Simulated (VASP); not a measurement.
# SnTe in VASP: a series of runs, part 2 of 2

VASP 6.6.1. The steps go on from the part before.

**4. Single point, PBE (epitaxial 111 strain +0.5%)**

File INCAR:

```
SYSTEM = SnTe
PREC = Accurate
ENCUT = 520
EDIFF = 1E-6
ISMEAR = -1
SIGMA = 0.02
LREAL = .FALSE.
LASPH = .TRUE.
NELM = 60
ALGO = Normal
ISIF = 2
LWAVE = .FALSE.
LCHARG = .FALSE.
GGA = PE
NBANDS = 17
```

File KPOINTS:

```
regular mesh
0
G
  8 8 8
  0 0 0
```

File POSCAR:

```
SnTe
1.0
   -0.0222444150      3.1830325813      3.1830325813
    3.1830325813     -0.0222444150      3.1830325813
    3.1830325813      3.1830325813     -0.0222444150
Sn Te
1 1
Direct
    0.0000000000      0.0000000000      0.0000000000
    0.5000000000      0.5000000000      0.5000000000
```

Potentials or basis: VASP PAW PBE potentials, release 64 (Sn_d, Te).

Run with:

```bash
cat potpaw_PBE.64/Sn_d/POTCAR potpaw_PBE.64/Te/POTCAR > POTCAR
mpirun -np 1 vasp_std > vasp.out
```

OUTCAR:

```text
SYSTEM = SnTe
   PREC = Accurate
   ENCUT = 520
   EDIFF = 1E-6
   ISMEAR = -1
   LREAL = .FALSE.
   LASPH = .TRUE.
   NELM = 60
   ISIF = 2
   GGA = PE

 ion  position               nearest neighbor table
   1  0.000  0.000  0.000-   2 3.19   2 3.19   2 3.19   2 3.19   2 3.19   2 3.19
   2  0.500  0.500  0.500-   1 3.19   1 3.19   1 3.19   1 3.19   1 3.19   1 3.19

  LATTYP: Found a trigonal (rhomboedric) cell.
 ALAT       =     4.5015428068
 COS(alpha) =     0.4929995268

  Lattice vectors:

 A1 = (  -0.0222444150,   3.1830325813,   3.1830325813)
 A2 = (   3.1830325813,  -0.0222444150,   3.1830325813)
 A3 = (   3.1830325813,   3.1830325813,  -0.0222444150)

Analysis of symmetry for initial positions (statically):
=====================================================================
 Subroutine PRICEL returns:
 Original cell was already a primitive cell.

 Routine SETGRP: Setting up the symmetry group for a
 trigonal (rhombohedral) supercell.

[... 162 lines left out ...]
  free energy    TOTEN  =        -7.56256174 eV

  energy without entropy =       -7.56223264  energy(sigma->0) =       -7.56239719

 E-fermi :   6.4844     XC(G=0):  -9.3119

 val. band max:        6.4400234521   @ k =   0.5000   0.5000   0.5000
 cond. band min:       6.4879900096   @ k =   0.5000   0.0000  -0.0000
 fundamental gap:      0.0479665575
 Fermi energy:         6.4844044343

 k-point     1 :       0.0000    0.0000    0.0000
  band No.  band energies     occupation
      1     -15.4376      2.00000
      2     -15.4376      2.00000
      3     -15.4341      2.00000
      4     -15.4341      2.00000
      5     -15.4338      2.00000
      6      -6.0518      2.00000
[... 457 lines left out ...]
      4     -15.4309      2.00000
      5     -15.4294      2.00000
      6      -5.3412      2.00000
[... 9 lines left out ...]
     16      14.4289      0.00000
     17      15.0672      0.00000

 [... further k-points ...]

------------------------ aborting loop because EDIFF is reached ----------------------------------------

  FORCE on cell =-STRESS in cart. coord.  units (eV):
  Direction    XX          YY          ZZ          XY          YZ          ZX
  --------------------------------------------------------------------------------------
  -------------------------------------------------------------------------------------
  Total        0.1492882      0.1492882      0.1492882      0.0338876      0.0338876      0.0338876
  in kB        3.6698974      3.6698974      3.6698974      0.8330461      0.8330461      0.8330461
  external PRESSURE =       3.6698974 kB  Pullay stress =       0.0000000 kB

 VOLUME and BASIS-vectors are now :
 -----------------------------------------------------------------------------
  energy-cutoff  :      520.00
  volume of cell :       65.18
      direct lattice vectors                 reciprocal lattice vectors
    -0.022244415  3.183032581  3.183032581    -0.155445774  0.156539742  0.156539742
     3.183032581 -0.022244415  3.183032581     0.156539742 -0.155445774  0.156539742
     3.183032581  3.183032581 -0.022244415     0.156539742  0.156539742 -0.155445774

 POSITION                                       TOTAL-FORCE (eV/Angst)
 -----------------------------------------------------------------------------------
      0.00000      0.00000      0.00000        -0.000000      0.000000     -0.000000
      3.17191      3.17191      3.17191         0.000000     -0.000000      0.000000
 -----------------------------------------------------------------------------------
    total drift:                               -0.000000      0.000000      0.000000

  FREE ENERGIE OF THE ION-ELECTRON SYSTEM (eV)
  ---------------------------------------------------
  free  energy   TOTEN  =        -7.5625617440 eV

  energy  without entropy=       -7.5622326447  energy(sigma->0) =       -7.56239719
```

OSZICAR:

```text
N       E                     dE             d eps       ncg     rms          rms(c)
DAV:   1     0.126585223405E+03    0.12659E+03   -0.94732E+03  2234   0.135E+03
DAV:   2     0.441044211795E+01   -0.12217E+03   -0.11886E+03  2317   0.330E+02
DAV:   3    -0.728581585315E+01   -0.11696E+02   -0.11620E+02  2813   0.912E+01
DAV:   4    -0.761299971851E+01   -0.32718E+00   -0.32697E+00  2606   0.157E+01
DAV:   5    -0.762574137410E+01   -0.12742E-01   -0.12741E-01  3274   0.306E+00    0.418E+00
DAV:   6    -0.756062966880E+01    0.65112E-01   -0.15332E-01  2880   0.247E+00    0.265E+00
DAV:   7    -0.756178734250E+01   -0.11577E-02   -0.56741E-02  2609   0.111E+00    0.862E-01
DAV:   8    -0.756245668878E+01   -0.66935E-03   -0.72946E-03  2731   0.677E-01    0.172E-01
DAV:   9    -0.756255695408E+01   -0.10027E-03   -0.78803E-04  3067   0.253E-01    0.412E-02
DAV:  10    -0.756255472413E+01    0.22299E-05   -0.12907E-04  2799   0.900E-02    0.198E-02
DAV:  11    -0.756256208386E+01   -0.73597E-05   -0.46272E-05  2698   0.489E-02    0.277E-02
DAV:  12    -0.756256174399E+01    0.33987E-06   -0.26548E-06  2602   0.913E-03
   1 F= -.75625617E+01 E0= -.75623972E+01  d E =-.329099E-03
```

It took 70 s on 1 thread of AMD EPYC 7R43 (Zen 3), shared host; peak memory 0.21 GiB.

What came out:

- Free energy: -7.5626 eV
- Pressure: 0.4 GPa
- Band gap on the k mesh: zero (bands 10 and 11 overlap by 0.05 eV)

Stress tensor (GPa, compression positive):
```
0.37 0.08 0.08
0.08 0.37 0.08
0.08 0.08 0.37
```

Caveat: the cell differs from its parent crystal (epitaxial 111 strain +0.5%); semilocal functionals underestimate gaps, so a narrow gap can read as zero; spin-orbit coupling is left out, which moves the levels of the heavy elements.

**5. Single point, r2SCAN (uniaxial z strain -2.0%)**

File POSCAR:

```
SnTe
1.0
    0.0000000000      3.1893303446      3.1255437377
    3.1893303446      0.0000000000      3.1255437377
    3.1893303446      3.1893303446      0.0000000000
Sn Te
1 1
Direct
    0.0000000000      0.0000000000      0.0000000000
    0.5000000000      0.5000000000      0.5000000000
```

File INCAR.step1:

```
ALGO = Normal
EDIFF = 1E-4
ENCUT = 520
GGA = PE
ISMEAR = -1
LASPH = T
LCHARG = F
LREAL = F
LWAVE = T
NBANDS = 17
NELM = 80
PREC = Accurate
SIGMA = 0.02
```

File INCAR.step2:

```
ALGO = Normal
EDIFF = 1E-6
ENCUT = 520
ISIF = 2
ISMEAR = -1
ISTART = 1
LASPH = T
LCHARG = F
LMIXTAU = T
LREAL = F
LWAVE = F
METAGGA = R2SCAN
NBANDS = 17
NELM = 80
PREC = Accurate
SIGMA = 0.02
```

File KPOINTS:

```
k-points
0
Gamma
  8 8 8
```

Run with:

```bash
cat potpaw_PBE.64/Sn_d/POTCAR potpaw_PBE.64/Te/POTCAR > POTCAR
cp INCAR.step1 INCAR
mpirun -np 1 vasp_std > vasp.out
cp INCAR.step2 INCAR
mpirun -np 1 vasp_std > vasp.out
```

It took 4.1 min on 1 thread of AMD EPYC 7R43 (Zen 3), shared host; peak memory 0.22 GiB.

Results (log left out):

```
Free energy            : -50.6758 eV
Pressure               : 0.9 GPa
Band gap on the k mesh : 0.04 eV
```

Stress tensor (GPa, compression positive):
```
-0.04  0.00  0.00
 0.00 -0.04  0.00
 0.00  0.00  2.70
```

Levels at points of the mesh, in eV from the valence-band top:
```
           k point  band 8  band 9  band 10  band 11  band 12  band 13
(0.00, 0.00, 0.00)   -2.65   -2.42    -2.42     3.18     3.18     3.70
(0.50, 0.00, 0.00)   -2.16   -2.11     0.00     0.04     0.21     0.32
(0.50, 0.50, 0.00)   -5.95   -4.13    -4.13     2.29     4.92     4.92
(0.50, 0.00, 0.50)   -5.90   -4.20    -3.96     2.35     4.73     5.30
```

Caveat: the cell differs from its parent crystal (uniaxial z strain -2.0%); the PAW data sets were made with another functional, which shifts forces and pressure a little; spin-orbit coupling is left out, which moves the levels of the heavy elements.

**6. The runs side by side**

```csv
level,cell,gap on the mesh (eV),pressure (GPa)
r2SCAN,"a = 4.510 Å, angles 60.0°, 2 atoms",0.14,-0.1
PBE,"a = 4.466, b = 4.466, c = 4.510 Å, angles 59.7, 59.7, 60.7°, 2 atoms",0.07,1.5
PBE,"a = 4.502 Å, angles 60.5°, 2 atoms",none,0.4
r2SCAN,"a = 4.466, b = 4.466, c = 4.510 Å, angles 59.7, 59.7, 60.7°, 2 atoms",0.04,0.9
```

Alike in all rows: task single point; potentials or basis VASP PAW PBE potentials, release 64 (Sn_d, Te); no spin polarisation; k mesh 8 × 8 × 8; cutoff (eV) 520; smearing fermi-dirac 0.02 eV.

Caveats: spin-orbit coupling is left out, which moves the levels of the heavy elements; the PAW data sets were made with another functional, which shifts forces and pressure a little (at least some runs); semilocal functionals underestimate gaps, so a narrow gap can read as zero (at least some runs).

Total energies depend on the potentials used, so only differences within one code and one set of settings carry meaning.
